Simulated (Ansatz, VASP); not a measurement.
## Two plane-wave programs on EuS

The input INCAR:

```
ALGO = Normal
EDIFF = 1E-6
ENCUT = 600
GGA = PE
GGA_COMPAT = F
ISIF = 2
ISMEAR = -1
ISPIN = 2
LASPH = T
LCHARG = F
LDAU = T
LDAUJ = 0 0
LDAUL = 3 -1
LDAUPRINT = 1
LDAUTYPE = 2
LDAUU = 3 0
LMAXMIX = 6
LORBIT = 11
LREAL = F
LWAVE = F
MAGMOM = 4.9 0
NBANDS = 22
NELM = 200
PREC = Accurate
SIGMA = 0.05
```

File KPOINTS:

```
k-points
0
Gamma
  10 10 10
```

File POSCAR:

```
EuS
1.0
    4.2122350000      0.0000000000      0.0000000000
    2.1061175000      3.6479025167      0.0000000000
    2.1061175000      1.2159675056      3.4392754756
Eu S
1 1
Direct
    0.0000000000      0.0000000000      0.0000000000
    0.5000000000      0.5000000000      0.5000000000
```

Input for Ansatz:

```yaml
crystal:
  lattice:
    a: 4.212235
    b: 4.212235
    c: 4.212235
    alpha: 60.0
    beta: 60.0
    gamma: 60.0
  atoms:
    - { symbol: Eu, position: [0.0, 0.0, 0.0] }
    - { symbol: S, position: [0.5, 0.5, 0.5] }
kpoints:
  mp_grid:
    grid: [10, 10, 10]
hamiltonian:
  xc: pbe
  hubbard:
    - { species: Eu, l: f, u_eff: 3.0 }
magnetization:
  spin_polarized: true
  per_species:
    Eu: 4.9
scf:
  occupations:
    method: fermi_dirac
    width: 0.05
output:
  eigenvalues: true
```

Alike in both runs: task single point; functional PBE; k mesh 10 × 10 × 10; occupations fermi-dirac, width 0.05 eV; collinear spin; Hubbard terms Eu f U = 3.0 eV.

|  | VASP | Ansatz |
| --- | --- | --- |
| version | VASP 6.6.1 | Ansatz 0.2.0 |
| potentials or method | VASP PAW PBE potentials, release 64 (Eu, S) | plane waves, PAW |
| plane-wave cutoff (eV) | 600 | 420 |
| valence electrons in the cell | 23 | 23 |

|  | VASP | Ansatz | Ansatz less VASP |
| --- | --- | --- | --- |
| gap on the k mesh at the Fermi level (eV) | none | none | - |
| net moment per atom (μB) | 3.50 | 3.50 | 0.000 |
| size of the moment on the site where the two differ most (μB) | 6.67 | 6.83 | +0.165 |

Site moments also hang on the region over which each program counts them. The programs project onto different local orbitals, so the same U acts differently, and such runs can settle in different states. A gap of «none» marks a metal or a gap that the smearing closes. Ansatz's warnings: filled band counts differ across k points, given moment on shells, stability check not made.

Neither program's run includes spin-orbit coupling.
